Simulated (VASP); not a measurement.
# Cd (Pm-3m) in VASP: further runs, part 2 of 3

VASP 6.6.1.

## 3. Single point, PBEsol (25.47 Å³/atom)

This run uses another cell than the first one, of 25.47 Å³/atom.

INCAR reads:

```
  PREC = Accurate
  ENCUT = 520
  EDIFF = 1E-6
  ISMEAR = -1
  SIGMA = 0.1
  LREAL = F
  LASPH = T
  NELM = 60
  ALGO = Normal
  ISIF = 2
  LWAVE = F
  LCHARG = F
  GGA = PS
  NBANDS = 12
```

KPOINTS reads:

```
Automatic mesh
0
Gamma
  12 12 12
```

POSCAR reads:

```
Cd
1.0
    2.9421653133      0.0000000000      0.0000000000
    0.0000000000      2.9421653133      0.0000000000
    0.0000000000      0.0000000000      2.9421653133
Cd
1
Direct
    0.0000000000      0.0000000000      0.0000000000
```

Potentials or basis: VASP PAW PBE potentials, release 64 (Cd).

Started as:

```
cat potpaw_PBE.64/Cd/POTCAR > POTCAR
mpirun -np 1 vasp_std > vasp.out
```

OUTCAR:

```text
PREC = Accurate
   ENCUT = 520
   EDIFF = 1E-6
   ISMEAR = -1
   LREAL = F
   LASPH = T
   NELM = 60
   ISIF = 2
   GGA = PS

 ion  position               nearest neighbor table
   1  0.000  0.000  0.000-

  LATTYP: Found a simple cubic cell.
 ALAT       =     2.9421653133

  Lattice vectors:

 A1 = (   2.9421653133,   0.0000000000,   0.0000000000)
 A2 = (   0.0000000000,   2.9421653133,   0.0000000000)
 A3 = (   0.0000000000,   0.0000000000,   2.9421653133)

Analysis of symmetry for initial positions (statically):
=====================================================================
 Subroutine PRICEL returns:
 Original cell was already a primitive cell.

 Routine SETGRP: Setting up the symmetry group for a
 simple cubic supercell.

 Subroutine GETGRP returns: Found 48 space group operations
 (whereof 48 operations were pure point group operations)
 out of a pool of 48 trial point group operations.

The static configuration has the point symmetry O_h .

Analysis of symmetry for dynamics (positions and initial velocities):
=====================================================================
[... 159 lines left out ...]
 cond. band min:       1.5561749259   @ k =   0.5000   0.3333   0.2500
 fundamental gap:      0.0414346527
 Fermi energy:         1.5420585211

 k-point     1 :       0.0000    0.0000    0.0000
  band No.  band energies     occupation
      1      -8.0092      2.00000
      2      -8.0092      2.00000
      3      -6.5342      2.00000
      4      -6.5342      2.00000
      5      -6.5342      2.00000
      6      -6.2071      2.00000
      7      11.5986      0.00000
      8      11.5986      0.00000
      9      11.5986      0.00000
     10      15.1986      0.00000
     11      15.1986      0.00000
     12      16.0225      0.00000
[... 331 lines left out ...]
 k-point    24 :       0.4167    0.3333    0.0000
  band No.  band energies     occupation
      1      -7.6103      2.00000
      2      -7.5629      2.00000
      3      -6.8938      2.00000
      4      -6.8081      2.00000
      5      -6.5452      2.00000
      6      -0.5897      2.00000
      7       2.8169      0.00001
      8       6.4436      0.00000
      9      10.0806      0.00000
     10      17.6810      0.00000
     11      18.1099      0.00000
     12      20.3417      0.00000

 [... further k-points ...]
[... 5 lines left out ...]
  --------------------------------------------------------------------------------------
  -------------------------------------------------------------------------------------
  Total       -0.1847519     -0.1847519     -0.1847519     -0.0000000      0.0000000     -0.0000000
  in kB      -11.6224678    -11.6224678    -11.6224678     -0.0000000      0.0000000     -0.0000000
  external PRESSURE =     -11.6224678 kB  Pullay stress =       0.0000000 kB

 VOLUME and BASIS-vectors are now :
 -----------------------------------------------------------------------------
  energy-cutoff  :      520.00
  volume of cell :       25.47
      direct lattice vectors                 reciprocal lattice vectors
     2.942165313  0.000000000  0.000000000     0.339885728  0.000000000  0.000000000
     0.000000000  2.942165313  0.000000000     0.000000000  0.339885728  0.000000000
     0.000000000  0.000000000  2.942165313     0.000000000  0.000000000  0.339885728

 POSITION                                       TOTAL-FORCE (eV/Angst)
 -----------------------------------------------------------------------------------
      0.00000      0.00000      0.00000         0.000000      0.000000      0.000000
 -----------------------------------------------------------------------------------
    total drift:                                0.000000     -0.000000      0.000000

  FREE ENERGIE OF THE ION-ELECTRON SYSTEM (eV)
  ---------------------------------------------------
  free  energy   TOTEN  =        -1.0130853692 eV

  energy  without entropy=       -0.9965648233  energy(sigma->0) =       -1.00482510
```

OSZICAR:

```text
N       E                     dE             d eps       ncg     rms          rms(c)
DAV:   1     0.707471496933E+02    0.70747E+02   -0.68449E+03  2120   0.966E+02
DAV:   2     0.201750872742E+00   -0.70545E+02   -0.67388E+02  2148   0.235E+02
DAV:   3    -0.108247739918E+01   -0.12842E+01   -0.12836E+01  2360   0.358E+01
DAV:   4    -0.108424097405E+01   -0.17636E-02   -0.17635E-02  2180   0.130E+00
DAV:   5    -0.108424606062E+01   -0.50866E-05   -0.50867E-05  2408   0.682E-02    0.220E+00
DAV:   6    -0.101907910056E+01    0.65167E-01   -0.17144E-01  2352   0.497E+00    0.184E+00
DAV:   7    -0.101403703316E+01    0.50421E-02   -0.10882E-02  2316   0.974E-01    0.105E+00
DAV:   8    -0.101306951105E+01    0.96752E-03   -0.13626E-03  2196   0.456E-01    0.457E-02
DAV:   9    -0.101308083140E+01   -0.11320E-04   -0.72276E-06  2276   0.194E-02    0.141E-02
DAV:  10    -0.101308541607E+01   -0.45847E-05   -0.37544E-06  2200   0.233E-02    0.140E-03
DAV:  11    -0.101308536925E+01    0.46817E-07   -0.10323E-08  1148   0.996E-04
   1 F= -.10130854E+01 E0= -.10048251E+01  d E =-.165205E-01
```

Run time: 7.5 s. Hardware: 1 thread of Intel Xeon Platinum 8488C (Sapphire Rapids), shared host; peak memory 0.15 GiB.

What came out:

```
Free energy            : -1.0131 eV
Pressure               : -1.2 GPa
Band gap on the k mesh : zero (bands 6 and 7 overlap by 6.84 eV)
```

Levels at points of the mesh, in eV from the Fermi level:
```
           k point  band 4  band 5  band 6  band 7  band 8  band 9
(0.00, 0.00, 0.00)   -8.08   -8.08   -7.75   10.06   10.06   10.06
(0.50, 0.00, 0.00)   -8.51   -8.04   -2.67   -2.23   14.02   14.02
(0.50, 0.50, 0.00)   -8.44   -7.68    1.17    1.17    1.99    5.77
(0.50, 0.50, 0.50)   -7.66   -7.66    4.62    4.62    4.62    7.68
```

Caveat: the PAW data sets were made with another functional, which shifts forces and pressure a little.

## 4. Single point, PBEsol (26.45 Å³/atom)

This run uses another cell than the first one, of 26.45 Å³/atom.

INCAR reads:

```
PREC     = Accurate       # precision mode
ENCUT    = 520            # plane-wave cutoff, eV
EDIFF    = 1E-7           # SCF threshold, eV
ISMEAR   = -1             # smearing method
SIGMA    = 0.1            # smearing width, eV
LREAL    = False          # projectors in reciprocal space
LASPH    = True           # aspherical terms in the spheres
NELM     = 80             # most SCF steps
ALGO     = Normal         # electronic algorithm
ISIF     = 2              # what is computed and relaxed
LWAVE    = False          # write WAVECAR
LCHARG   = False          # write CHGCAR
GGA      = PS             # functional
NBANDS   = 12             # bands
```

KPOINTS is that of step 3.

POSCAR reads:

```
Cd
1.0
    2.9794118662      0.0000000000      0.0000000000
    0.0000000000      2.9794118662      0.0000000000
    0.0000000000      0.0000000000      2.9794118662
Cd
1
Direct
    0.0000000000      0.0000000000      0.0000000000
```

Started as:

```
cat potpaw_PBE.64/Cd/POTCAR > POTCAR
mpirun -np 1 vasp_std > vasp.out
```

Run time: 7.9 s. Hardware: 1 thread of Intel Xeon Platinum 8488C (Sapphire Rapids), shared host; peak memory 0.15 GiB.

Results (log left out):

```
Free energy            : -1.0023 eV
Pressure               : -2.3 GPa
Band gap on the k mesh : zero (bands 6 and 7 overlap by 6.59 eV)
```

Levels at points of the mesh, in eV from the Fermi level:
```tsv
k point	band 2	band 3	band 4	band 5	band 6	band 7	band 8	band 9	band 10	band 11
(0.00, 0.00, 0.00)	-9.42	-8.06	-8.06	-8.06	-7.52	9.83	9.83	9.83	13.34	13.34
(0.50, 0.00, 0.00)	-8.78	-8.46	-8.46	-8.02	-2.69	-2.09	13.62	13.62	14.57	15.05
(0.50, 0.50, 0.00)	-8.99	-8.40	-8.40	-7.69	1.19	1.19	1.78	5.68	17.94	17.94
(0.50, 0.50, 0.50)	-9.03	-9.03	-7.67	-7.67	4.50	4.50	4.50	7.20	8.43	9.43
```

Caveat: the PAW data sets were made with another functional, which shifts forces and pressure a little.

## 5. Single point, PBEsol (27.43 Å³/atom)

This run uses another cell than the first one, of 27.43 Å³/atom.

INCAR reads:

```
ALGO     = Normal         # electronic algorithm
EDIFF    = 1E-7           # SCF threshold, eV
ENCUT    = 520            # plane-wave cutoff, eV
GGA      = PS             # functional
ISIF     = 2              # what is computed and relaxed
ISMEAR   = -1             # smearing method
LASPH    = T              # aspherical terms in the spheres
LCHARG   = T              # write CHGCAR
LELF     = T              # ELF
LREAL    = F              # projectors in reciprocal space
LVHAR    = T            
LWAVE    = F              # write WAVECAR
NBANDS   = 12             # bands
NELM     = 80             # most SCF steps
PREC     = Accurate       # precision mode
SIGMA    = 0.1            # smearing width, eV
```

KPOINTS reads:

```
k-points
0
Gamma
  12 12 12
```

POSCAR reads:

```
Cd
1.0
    3.0157497385      0.0000000000      0.0000000000
    0.0000000000      3.0157497385      0.0000000000
    0.0000000000      0.0000000000      3.0157497385
Cd
1
Direct
    0.0000000000      0.0000000000      0.0000000000
```

Potentials or basis: VASP PAW PBE potentials, release 64 (Cd).

Started as:

```
cat potpaw_PBE.64/Cd/POTCAR > POTCAR
mpirun -np 1 vasp_std > vasp.out
```

OUTCAR:

```text
EDIFF = 1E-7
   ENCUT = 520
   GGA = PS
   ISIF = 2
   ISMEAR = -1
   LASPH = T
   LREAL = F
   NELM = 80
   PREC = Accurate

 ion  position               nearest neighbor table
   1  0.000  0.000  0.000-

  LATTYP: Found a simple cubic cell.
 ALAT       =     3.0157497385

  Lattice vectors:

 A1 = (   3.0157497385,   0.0000000000,   0.0000000000)
 A2 = (   0.0000000000,   3.0157497385,   0.0000000000)
 A3 = (   0.0000000000,   0.0000000000,   3.0157497385)

Analysis of symmetry for initial positions (statically):
=====================================================================
 Subroutine PRICEL returns:
 Original cell was already a primitive cell.

 Routine SETGRP: Setting up the symmetry group for a
 simple cubic supercell.

 Subroutine GETGRP returns: Found 48 space group operations
 (whereof 48 operations were pure point group operations)
 out of a pool of 48 trial point group operations.

The static configuration has the point symmetry O_h .

Analysis of symmetry for dynamics (positions and initial velocities):
=====================================================================
 Subroutine PRICEL returns:
 Original cell was already a primitive cell.

[... 157 lines left out ...]
 fundamental gap:      0.0944276278
 Fermi energy:         1.1184286278

 k-point     1 :       0.0000    0.0000    0.0000
  band No.  band energies     occupation
      1      -8.1853      2.00000
      2      -8.1853      2.00000
      3      -6.9213      2.00000
      4      -6.9213      2.00000
      5      -6.9213      2.00000
      6      -6.1828      2.00000
      7      10.7327      0.00000
      8      10.7327      0.00000
      9      10.7327      0.00000
     10      14.1594      0.00000
     11      14.1594      0.00000
     12      14.8578      0.00000
[... 331 lines left out ...]
 k-point    24 :       0.4167    0.3333    0.0000
  band No.  band energies     occupation
      1      -7.8357      2.00000
      2      -7.7842      2.00000
      3      -7.2272      2.00000
      4      -7.1544      2.00000
      5      -6.9187      2.00000
      6      -0.9283      2.00000
      7       2.3782      0.00001
      8       5.6942      0.00000
      9       9.3343      0.00000
     10      16.3485      0.00000
     11      17.1090      0.00000
     12      19.2218      0.00000

 [... further k-points ...]
[... 5 lines left out ...]
  --------------------------------------------------------------------------------------
  -------------------------------------------------------------------------------------
  Total       -0.5541237     -0.5541237     -0.5541237     -0.0000000      0.0000000     -0.0000000
  in kB      -32.3691613    -32.3691613    -32.3691613     -0.0000000      0.0000000     -0.0000000
  external PRESSURE =     -32.3691613 kB  Pullay stress =       0.0000000 kB

 VOLUME and BASIS-vectors are now :
 -----------------------------------------------------------------------------
  energy-cutoff  :      520.00
  volume of cell :       27.43
      direct lattice vectors                 reciprocal lattice vectors
     3.015749738  0.000000000  0.000000000     0.331592502  0.000000000  0.000000000
     0.000000000  3.015749738  0.000000000     0.000000000  0.331592502  0.000000000
     0.000000000  0.000000000  3.015749738     0.000000000  0.000000000  0.331592502

 POSITION                                       TOTAL-FORCE (eV/Angst)
 -----------------------------------------------------------------------------------
      0.00000      0.00000      0.00000         0.000000      0.000000      0.000000
 -----------------------------------------------------------------------------------
    total drift:                                0.000000      0.000000      0.000000

  FREE ENERGIE OF THE ION-ELECTRON SYSTEM (eV)
  ---------------------------------------------------
  free  energy   TOTEN  =        -0.9851441056 eV

  energy  without entropy=       -0.9680867020  energy(sigma->0) =       -0.97661540
```

Run time: 8 s. Hardware: 1 thread of Intel Xeon Platinum 8488C (Sapphire Rapids), shared host; peak memory 0.15 GiB.

Results:

```yaml
Free_energy: -0.9851 eV
Pressure: -3.2 GPa
Band_gap_on_the_k_mesh: zero (bands 6 and 7 overlap by 6.36 eV)
```

Levels at points of the mesh, in eV from the Fermi level:
```
           k point  band 3  band 4  band 5  band 6  band 7  band 8  band 9  band 10
(0.00, 0.00, 0.00)   -8.04   -8.04   -8.04   -7.30    9.61    9.61    9.61    13.04
(0.50, 0.00, 0.00)   -8.41   -8.41   -8.01   -2.70   -1.96   13.25   13.25    14.39
(0.50, 0.50, 0.00)   -8.35   -8.35   -7.70    1.21    1.21    1.59    5.60    17.63
(0.50, 0.50, 0.50)   -8.94   -7.68   -7.68    4.40    4.40    4.40    6.76     8.39
```

Caveat: the cell stands under tension; the PAW data sets were made with another functional, which shifts forces and pressure a little.

(Part 2 of 3 ends here.)
